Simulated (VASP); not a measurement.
# Al (P6_3/mmc) in VASP: further runs

The runs below take Al through single point, with LDA.

Program: VASP 6.6.1. These are calculated values, not measurements. Logs are shortened: lines on timing, memory, paths and dates and some standing lists are left out, and cuts for length are marked.

## Step 1: The cell of the first run

Symmetry: P6_3/mmc, No. 194, hexagonal system. The conventional cell has a = 2.812 Å, b = 2.812 Å, c = 4.867 Å, α = 90.00°, β = 90.00°, γ = 120.00°. Al (site symmetry -6m2) has 12 Al at 2.81 to 2.93 Å within 3.7 Å.

## Step 2: Single point, LDA

INCAR reads:

```
PREC = Accurate ; ENCUT = 520
EDIFF = 1E-6 ; ISMEAR = 1
SIGMA = 0.1 ; LREAL = F
LASPH = T ; NELM = 60
ALGO = Normal ; ISIF = 2
LWAVE = F ; LCHARG = F
NBANDS = 10
```

KPOINTS reads:

```
regular mesh
0
Gamma
  13 13 7
```

POSCAR reads:

```
Al
1.0
    2.8124553500      0.0000000000      0.0000000000
   -1.4062276750      2.4356577801      0.0000000000
    0.0000000000      0.0000000000      4.8668500000
Al
2
Direct
    0.6666666667      0.3333333333      0.7500000000
    0.3333333333      0.6666666667      0.2500000000
```

Potentials or basis: VASP PAW LDA potentials, release 64 (Al).

Launch:

```bash
cat potpaw_LDA.64/Al/POTCAR > POTCAR
mpirun -np 1 vasp_std > vasp.out
```

OUTCAR:

```text
PREC = Accurate
   ENCUT = 520
   EDIFF = 1E-6
   ISMEAR = 1
   LREAL = F
   LASPH = T
   NELM = 60
   ISIF = 2

 ion  position               nearest neighbor table
   1  0.667  0.333  0.750-   2 2.93   2 2.93   2 2.93   2 2.93   2 2.93   2 2.93
   2  0.333  0.667  0.250-   1 2.93   1 2.93   1 2.93   1 2.93   1 2.93   1 2.93

  LATTYP: Found a hexagonal cell.
 ALAT       =     2.8124553500
 C/A-ratio  =     1.7304630276

  Lattice vectors:

 A1 = (   2.8124553500,   0.0000000000,   0.0000000000)
 A2 = (  -1.4062276750,   2.4356577801,   0.0000000000)
 A3 = (   0.0000000000,   0.0000000000,   4.8668500000)

Analysis of symmetry for initial positions (statically):
=====================================================================
 Subroutine PRICEL returns:
 Original cell was already a primitive cell.

 Routine SETGRP: Setting up the symmetry group for a
 hexagonal supercell.

 Subroutine GETGRP returns: Found 24 space group operations
 (whereof 12 operations were pure point group operations)
 out of a pool of 24 trial point group operations.

The static configuration has the point symmetry D_3d.
 The point group associated with its full space group is D_6h.

Analysis of symmetry for dynamics (positions and initial velocities):
=====================================================================
 Subroutine PRICEL returns:
 Original cell was already a primitive cell.

 Routine SETGRP: Setting up the symmetry group for a
 hexagonal supercell.

 Subroutine GETGRP returns: Found 24 space group operations
 (whereof 12 operations were pure point group operations)
 out of a pool of 24 trial point group operations.

The dynamic configuration has the point symmetry D_3d.
 The point group associated with its full space group is D_6h.

 Subroutine INISYM returns: Found 24 space group operations
 (whereof 12 operations are pure point group operations),
 and found     1 'primitive' translations

----------------------------------------------------------------------------------------

                                     Primitive cell

  volume of cell :      33.3388

  direct lattice vectors                    reciprocal lattice vectors
     2.812455350  0.000000000  0.000000000     0.355561200  0.205283355  0.000000000
    -1.406227675  2.435657780  0.000000000     0.000000000  0.410566709  0.000000000
     0.000000000  0.000000000  4.866850000     0.000000000  0.000000000  0.205471712

  length of vectors
[... 84 lines left out ...]
   EDIFFG = 0.1E-04   stopping-criterion for IOM
   NSW    =      0    number of steps for IOM
   IBRION =     -1    ionic relax: 0-MD 1-quasi-New 2-CG
   NFREE  =      0    steps in history (QN), initial steepest desc. (CG)
   ISIF   =      2    stress and relaxation
   ISYM   =      2    0-nonsym 1-usesym 2-fastsym
   POTIM  = 0.5000    time-step for ionic-motion
   TEBEG  =    0.0;   TEEND  =   0.0 temperature during run
   PSTRESS=    0.0 pullay stress
   NELECT =       6.0000    total number of electrons
   NUPDOWN=      -1.0000    fix difference up-down
   EMIN   =  10.00;   EMAX   =-10.00  energy-range for DOS
   EFERMI =   0.00;   METHOD = LEGACY
   ISMEAR =     1;   SIGMA  =   0.10  broadening in eV -4-tet -1-fermi 0-gaus
   EFERMI_NEDOS =   21; number of points for ismear=-14 and -15
   IALGO  =     38    algorithm
   IMIX   =      4    mixing-type and parameters
     AMIX     =   0.40;   BMIX     =  1.00
     AMIX_MAG =   1.60;   BMIX_MAG =  1.00
  volume/ion in A,a.u.               =      16.67       112.49
  Fermi-wavevector in a.u.,A,eV,Ry     =   0.924291  1.746656 11.623640  0.854313
  Thomas-Fermi vector in A             =   2.050021
   LORBIT       =      0    0 simple, 1 ext, 2 COOP (PROOUT), +10 PAW based schemes
   GGA     = CA    functional components
   LHFCALC =     F    Hartree Fock is set to
   AEXX    =    0.0000 exact exchange contribution
   IVDW    =     0    specifies the selected vdW correction
   LEPSILON=     F    determine dielectric tensor
   LRPA    =     F    only Hartree local field effects (RPA)
 non-spin polarized calculation
 Methfessel and Paxton  Order N= 1 SIGMA  =   0.10
  energy-cutoff  :      520.00
  volume of cell :       33.34
 maximum number of plane-waves:       914
 NGX is ok and might be reduce to    24
   NGX = 11   NGY = 11   NGZ = 19

 number of electron       6.0000000 magnetization

 Free energy of the ion-electron system (eV)
  ---------------------------------------------------
  ext. energy  EPLUGINS =         0.00000000
  ---------------------------------------------------
  free energy    TOTEN  =        -8.29441924 eV

  energy without entropy =       -8.29471280  energy(sigma->0) =       -8.29451709

 E-fermi :   7.7071     XC(G=0): -10.3051

 val. band max:        7.6848877759   @ k =   0.2308   0.2308   0.1429
 cond. band min:       7.7150909695   @ k =   0.3846   0.0000   0.4286
 fundamental gap:      0.0302031937
 Fermi energy:         7.7071221372

 k-point     1 :       0.0000    0.0000    0.0000
  band No.  band energies     occupation
      1      -3.3491      2.00000
      2       2.6044      2.00000
      3       2.9031      2.00000
      4      18.8122      0.00000
      5      18.9899      0.00000
      6      18.9899      0.00000
      7      19.2867      0.00000
      8      19.2867      0.00000
      9      19.8969      0.00000
     10      22.3295      0.00000
[... 287 lines left out ...]
 k-point    24 :       0.1538    0.0000    0.1429
  band No.  band energies     occupation
      1      -2.6346      2.00000
      2       1.7228      2.00000
      3       5.1328      2.00000
      4      13.6967      0.00000
      5      16.4889      0.00000
      6      16.9285      0.00000
      7      17.3834      0.00000
      8      18.7559      0.00000
      9      20.1656      0.00000
     10      20.7016      0.00000

 [... further k-points ...]
[... 5 lines left out ...]
  --------------------------------------------------------------------------------------
  -------------------------------------------------------------------------------------
  Total       -0.4269430     -0.4269430     -0.9749810      0.0000000     -0.0000000      0.0000000
  in kB      -20.5177894    -20.5177894    -46.8550982      0.0000000     -0.0000000      0.0000000
  external PRESSURE =     -29.2968923 kB  Pullay stress =       0.0000000 kB

 VOLUME and BASIS-vectors are now :
 -----------------------------------------------------------------------------
  energy-cutoff  :      520.00
  volume of cell :       33.34
      direct lattice vectors                 reciprocal lattice vectors
     2.812455350  0.000000000  0.000000000     0.355561200  0.205283355  0.000000000
    -1.406227675  2.435657780  0.000000000     0.000000000  0.410566709  0.000000000
     0.000000000  0.000000000  4.866850000     0.000000000  0.000000000  0.205471712

 POSITION                                       TOTAL-FORCE (eV/Angst)
 -----------------------------------------------------------------------------------
      1.40623      0.81189      3.65014         0.000000     -0.000000      0.000000
     -0.00000      1.62377      1.21671        -0.000000      0.000000      0.000000
 -----------------------------------------------------------------------------------
    total drift:                                0.000000     -0.000000     -0.000000

  FREE ENERGIE OF THE ION-ELECTRON SYSTEM (eV)
  ---------------------------------------------------
  free  energy   TOTEN  =        -8.2944192405 eV

  energy  without entropy=       -8.2947127966  energy(sigma->0) =       -8.29451709
```

OSZICAR:

```text
N       E                     dE             d eps       ncg     rms          rms(c)
DAV:   1    -0.767330313976E+00   -0.76733E+00   -0.23304E+03  1680   0.473E+02
DAV:   2    -0.819300307467E+01   -0.74257E+01   -0.71246E+01  2240   0.543E+01
DAV:   3    -0.835349530493E+01   -0.16049E+00   -0.16009E+00  2270   0.644E+00
DAV:   4    -0.835401642885E+01   -0.52112E-03   -0.52109E-03  2052   0.428E-01
DAV:   5    -0.835401917167E+01   -0.27428E-05   -0.27421E-05  2094   0.311E-02    0.188E+00
DAV:   6    -0.831764199576E+01    0.36377E-01   -0.54447E-03  1902   0.333E-01    0.105E+00
DAV:   7    -0.829459220236E+01    0.23050E-01   -0.12468E-02  1822   0.493E-01    0.184E-01
DAV:   8    -0.829441966879E+01    0.17253E-03   -0.15523E-04  2358   0.685E-02    0.130E-02
DAV:   9    -0.829441924048E+01    0.42831E-06   -0.66588E-07  1904   0.489E-03
   1 F= -.82944192E+01 E0= -.82945171E+01  d E =0.293556E-03
```

stdout:

```text
POSCAR found type information on POSCAR Al
 POSCAR found :  1 types and       2 ions
 scaLAPACK will be used
 LDA part: xc-table for (Slater(with rela. corr.)+CA(PZ))
 , standard interpolation
 POSCAR, INCAR and KPOINTS ok, starting setup
 FFT: planning ... GRIDC
 FFT: planning ... GRID_SOFT
 FFT: planning ... GRID
 WAVECAR not read
 entering main loop
```

Wall time 12 s (1 thread of Intel Xeon 6975P-C, shared host); peak memory 0.14 GiB.

What came out:

| Quantity | Value |
| --- | --- |
| Free energy | -8.2944 eV |
| Pressure | -2.9 GPa |
| Band gap on the k mesh | zero (band 3 reaches 10.31 eV, above the bottom of band 4 at 4.96 eV) |

Levels at points of the mesh, in eV from the Fermi level:
```csv
k point,band 1,band 2,band 3,band 4,band 5,band 6,band 7
"(0.00, 0.00, 0.00)",-11.06,-5.10,-4.80,11.11,11.28,11.28,11.58
```

## Step 3: Single point, LDA

INCAR reads:

```
PREC = Accurate
ENCUT = 520
EDIFF = 1E-7
ISMEAR = 1
SIGMA = 0.1
LREAL = False
LASPH = True
NELM = 60
ALGO = Normal
ISIF = 2
LWAVE = False
LCHARG = False
GGA = CA
NBANDS = 10
```

KPOINTS is that of step 2.

POSCAR is that of step 2.

Potentials or basis: VASP PAW LDA potentials, release 64 (Al).

Launch:

```bash
cat potpaw_LDA.64/Al/POTCAR > POTCAR
mpirun -np 1 vasp_std > vasp.out
```

OUTCAR:

```text
PREC = Accurate
   ENCUT = 520
   EDIFF = 1E-7
   ISMEAR = 1
   LREAL = False
   LASPH = True
   NELM = 60
   ISIF = 2
   GGA = CA

 ion  position               nearest neighbor table
   1  0.667  0.333  0.750-   2 2.93   2 2.93   2 2.93   2 2.93   2 2.93   2 2.93
   2  0.333  0.667  0.250-   1 2.93   1 2.93   1 2.93   1 2.93   1 2.93   1 2.93

  LATTYP: Found a hexagonal cell.
 ALAT       =     2.8124553500
 C/A-ratio  =     1.7304630276

  Lattice vectors:

 A1 = (   2.8124553500,   0.0000000000,   0.0000000000)
[... 491 lines left out ...]
      4      13.6967      0.00000
      5      16.4889      0.00000
      6      16.9285      0.00000
      7      17.3834      0.00000
      8      18.7558      0.00000
      9      20.1656      0.00000
     10      20.7015      0.00000

 [... further k-points ...]
[... 5 lines left out ...]
  --------------------------------------------------------------------------------------
  -------------------------------------------------------------------------------------
  Total       -0.4266124     -0.4266124     -0.9751615      0.0000000     -0.0000000      0.0000000
  in kB      -20.5019049    -20.5019049    -46.8637765      0.0000000     -0.0000000      0.0000000
  external PRESSURE =     -29.2891955 kB  Pullay stress =       0.0000000 kB

 VOLUME and BASIS-vectors are now :
 -----------------------------------------------------------------------------
  energy-cutoff  :      520.00
  volume of cell :       33.34
      direct lattice vectors                 reciprocal lattice vectors
     2.812455350  0.000000000  0.000000000     0.355561200  0.205283355  0.000000000
    -1.406227675  2.435657780  0.000000000     0.000000000  0.410566709  0.000000000
     0.000000000  0.000000000  4.866850000     0.000000000  0.000000000  0.205471712

 POSITION                                       TOTAL-FORCE (eV/Angst)
 -----------------------------------------------------------------------------------
      1.40623      0.81189      3.65014         0.000000     -0.000000      0.000000
     -0.00000      1.62377      1.21671        -0.000000      0.000000      0.000000
 -----------------------------------------------------------------------------------
    total drift:                                0.000000     -0.000000     -0.000000

  FREE ENERGIE OF THE ION-ELECTRON SYSTEM (eV)
  ---------------------------------------------------
  free  energy   TOTEN  =        -8.2944191970 eV

  energy  without entropy=       -8.2947126965  energy(sigma->0) =       -8.29451703
```

OSZICAR:

```text
N       E                     dE             d eps       ncg     rms          rms(c)
DAV:   1    -0.767330313976E+00   -0.76733E+00   -0.23304E+03  1680   0.473E+02
DAV:   2    -0.819300307467E+01   -0.74257E+01   -0.71246E+01  2240   0.543E+01
DAV:   3    -0.835349530493E+01   -0.16049E+00   -0.16009E+00  2270   0.644E+00
DAV:   4    -0.835401642885E+01   -0.52112E-03   -0.52109E-03  2052   0.428E-01
DAV:   5    -0.835401917167E+01   -0.27428E-05   -0.27421E-05  2094   0.311E-02    0.188E+00
DAV:   6    -0.831764199576E+01    0.36377E-01   -0.54447E-03  1902   0.333E-01    0.105E+00
DAV:   7    -0.829459220236E+01    0.23050E-01   -0.12468E-02  1822   0.493E-01    0.184E-01
DAV:   8    -0.829441966879E+01    0.17253E-03   -0.15523E-04  2358   0.685E-02    0.130E-02
DAV:   9    -0.829441924044E+01    0.42835E-06   -0.66857E-07  1958   0.489E-03    0.208E-03
DAV:  10    -0.829441919698E+01    0.43458E-07   -0.28243E-08  1630   0.911E-04
   1 F= -.82944192E+01 E0= -.82945170E+01  d E =0.293500E-03
```

It took 14 s on 1 thread of Intel Xeon 6975P-C, shared host; peak memory 0.14 GiB.

Results:

```yaml
Free_energy: -8.2944 eV
Pressure: -2.9 GPa
Band_gap_on_the_k_mesh: zero (band 3 reaches 10.31 eV, above the bottom of band 4 at 4.96 eV)
```

Stress tensor (GPa, compression positive):
```
-2.05  0.00  0.00
 0.00 -2.05  0.00
 0.00  0.00 -4.69
```
